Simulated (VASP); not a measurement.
# TeW (F-43m) in VASP: notebook, part 2 of 2

VASP 6.6.1. The steps go on from the part before.

### 3 Single point, PBE, collinear spin

Contents of INCAR:

```
  PREC = Accurate
  ENCUT = 520
  EDIFF = 1E-7
  ISMEAR = 0
  SIGMA = 0.1
  LREAL = F
  LASPH = T
  NELM = 150
  ALGO = Normal
  ISIF = 2
  LWAVE = F
  LCHARG = F
  ISPIN = 2
  MAGMOM = 0.2 -0.01
  LORBIT = 11
  NUPDOWN = 0.25
  LMAXMIX = 4
  GGA = PE
  NBANDS = 21
```

Contents of KPOINTS:

```
regular mesh
0
Gamma
  12 12 12
```

Contents of POSCAR:

```
TeW
1.0
    0.0000000000      3.0618296945      3.0618296945
    3.0618296945      0.0000000000      3.0618296945
    3.0618296945      3.0618296945      0.0000000000
W Te
1 1
Direct
    0.0000000000      0.0000000000      0.0000000000
    0.2500000000      0.2500000000      0.2500000000
```

Potentials or basis: VASP PAW PBE potentials, release 64 (W_sv, Te).

Started as:

```console
$ cat potpaw_PBE.64/W_sv/POTCAR potpaw_PBE.64/Te/POTCAR > POTCAR
$ mpirun -np 1 vasp_std > vasp.out
```

OUTCAR:

```text
PREC = Accurate
   ENCUT = 520
   EDIFF = 1E-7
   ISMEAR = 0
   LREAL = F
   LASPH = T
   NELM = 150
   ISIF = 2
   ISPIN = 2
   LORBIT = 11
   NUPDOWN = 0.25
   GGA = PE

 ion  position               nearest neighbor table
   1  0.000  0.000  0.000-   2 2.65   2 2.65   2 2.65   2 2.65
   2  0.250  0.250  0.250-   1 2.65   1 2.65   1 2.65   1 2.65

  LATTYP: Found a face centered cubic cell.
 ALAT       =     6.1236593890

  Lattice vectors:

 A1 = (   0.0000000000,   3.0618296945,   3.0618296945)
 A2 = (   3.0618296945,   0.0000000000,   3.0618296945)
 A3 = (   3.0618296945,   3.0618296945,   0.0000000000)

Analysis of symmetry for initial positions (statically):
=====================================================================
 Subroutine PRICEL returns:
 Original cell was already a primitive cell.

 Routine SETGRP: Setting up the symmetry group for a
 face centered cubic supercell.

 Subroutine GETGRP returns: Found 24 space group operations
 (whereof 24 operations were pure point group operations)
 out of a pool of 48 trial point group operations.

[... 762 lines left out ...]

 spin component 2

 k-point     1 :       0.0000    0.0000    0.0000
  band No.  band energies     occupation
      1     -67.5309      1.00000
      2     -31.7749      1.00000
      3     -31.7749      1.00000
      4     -31.7749      1.00000
      5      -6.6103      1.00000
      6       2.2417      1.00000
[... 565 lines left out ...]
     20      17.5166      0.00000
     21      20.0957      0.00000

 [... further k-points ...]
[... 5 lines left out ...]
  --------------------------------------------------------------------------------------
  -------------------------------------------------------------------------------------
  Total       -0.3980926     -0.3980926     -0.3980926     -0.0000000     -0.0000000     -0.0000000
  in kB      -11.1101931    -11.1101931    -11.1101931     -0.0000000     -0.0000000     -0.0000000
  external PRESSURE =     -11.1101931 kB  Pullay stress =       0.0000000 kB

 VOLUME and BASIS-vectors are now :
 -----------------------------------------------------------------------------
  energy-cutoff  :      520.00
  volume of cell :       57.41
      direct lattice vectors                 reciprocal lattice vectors
     0.000000000  3.061829695  3.061829695    -0.163301049  0.163301049  0.163301049
     3.061829695  0.000000000  3.061829695     0.163301049 -0.163301049  0.163301049
     3.061829695  3.061829695  0.000000000     0.163301049  0.163301049 -0.163301049

 POSITION                                       TOTAL-FORCE (eV/Angst)
 -----------------------------------------------------------------------------------
      0.00000      0.00000      0.00000         0.000000      0.000000      0.000000
      1.53091      1.53091      1.53091        -0.000000     -0.000000     -0.000000
 -----------------------------------------------------------------------------------
    total drift:                               -0.000000     -0.000000     -0.000000

  FREE ENERGIE OF THE ION-ELECTRON SYSTEM (eV)
  ---------------------------------------------------
  free  energy   TOTEN  =       -13.1128325740 eV

  energy  without entropy=      -13.0902580443  energy(sigma->0) =      -13.10154531

 total charge

# of ion       s       p       d       tot
------------------------------------------
    1        2.321   6.123   3.518  11.962
    2        1.321   2.045   0.142   3.507
--------------------------------------------------
tot          3.641   8.168   3.660  15.469

 magnetization (x)

# of ion       s       p       d       tot
------------------------------------------
    1        0.005   0.001   0.206   0.212
    2       -0.002  -0.010   0.003  -0.009
--------------------------------------------------
tot          0.003  -0.009   0.209   0.203
```

stdout:

```text
POSCAR found type information on POSCAR W Te
 POSCAR found :  2 types and       2 ions
 scaLAPACK will be used
 LDA part: xc-table for (Slater+PW92), standard interpolation
 POSCAR, INCAR and KPOINTS ok, starting setup
 FFT: planning ... GRIDC
 FFT: planning ... GRID_SOFT
 FFT: planning ... GRID
 WAVECAR not read
 entering main loop
```

It took 2.7 min on 1 thread of Intel Xeon 8259CL, shared host; peak memory 0.29 GiB.

What came out:

```yaml
Free_energy: -13.1128 eV
Pressure: -1.1 GPa
Net_moment: 0.25 μB per cell
Site_moments: W +0.21; Te -0.01 μB
Valence_electrons_inside_the_program's_atomic_spheres: W 11.96; Te 3.51
```

Caveat: the total moment is fixed, so each spin has its own Fermi level and the state may be an excited one.

### 4 Single point, PBE, collinear spin

Contents of INCAR:

```
PREC = Accurate ; ENCUT = 520
EDIFF = 1E-7 ; ISMEAR = 0
SIGMA = 0.1 ; LREAL = F
LASPH = T ; NELM = 150
ALGO = Normal ; ISIF = 2
LWAVE = F ; LCHARG = T
ISPIN = 2 ; MAGMOM = 0.4 -0.01
LORBIT = 11 ; NUPDOWN = 0.5
LMAXMIX = 4 ; GGA = PE
LELF = T ; LVHAR = T
NBANDS = 21
```

KPOINTS is that of step 3.

POSCAR is that of step 3.

Started as:

```console
$ cat potpaw_PBE.64/W_sv/POTCAR potpaw_PBE.64/Te/POTCAR > POTCAR
$ mpirun -np 1 vasp_std > vasp.out
```

It took 3 min on 1 thread of Intel Xeon 8259CL, shared host; peak memory 0.3 GiB.

It converged, with:

```
Free energy                                           : -13.1288 eV
Pressure                                              : -1.0 GPa
Net moment                                            : 0.50 μB per cell
Site moments                                          : W +0.42; Te -0.02 μB
Valence electrons inside the program's atomic spheres : W 11.96; Te 3.51
```

Caveat: the total moment is fixed, so each spin has its own Fermi level and the state may be an excited one.

### 5 Single point, PBE, collinear spin

Contents of INCAR:

```
PREC = Accurate
ENCUT = 520
EDIFF = 1E-6
ISMEAR = 0
SIGMA = 0.1
LREAL = False
LASPH = True
NELM = 150
ALGO = Normal
ISIF = 2
LWAVE = False
LCHARG = False
ISPIN = 2
MAGMOM = 0.6 -0.02
LORBIT = 11
NUPDOWN = 0.75
LMAXMIX = 4
GGA = PE
NBANDS = 21
```

KPOINTS is that of step 4.

POSCAR is that of step 4.

Started as:

```console
$ cat potpaw_PBE.64/W_sv/POTCAR potpaw_PBE.64/Te/POTCAR > POTCAR
$ mpirun -np 1 vasp_std > vasp.out
```

It took 2.6 min on 1 thread of Intel Xeon 8259CL, shared host; peak memory 0.29 GiB.

It converged, with:

```yaml
Free_energy: -13.1536 eV
Pressure: -0.8 GPa
Net_moment: 0.75 μB per cell
Site_moments: W +0.63; Te -0.03 μB
Valence_electrons_inside_the_program's_atomic_spheres: W 11.96; Te 3.51
```

Caveat: the total moment is fixed, so each spin has its own Fermi level and the state may be an excited one.

### 6 Overview

```tsv
fixed moment (μB)	pressure (GPa)	moment (μB)
-	0.0	1.40
0.25	-1.1	0.25
0.5	-1.0	0.50
0.75	-0.8	0.75
```

Alike in all rows: task single point; level PBE; potentials or basis VASP PAW PBE potentials, release 64 (W_sv, Te); spin collinear; cell as given; k mesh 12 × 12 × 12; cutoff (eV) 520; smearing gaussian 0.1 eV.

Caveats: the total moment is fixed, so each spin has its own Fermi level and the state may be an excited one (at least some runs).

Absolute energies hang on the potentials; compare differences alone.
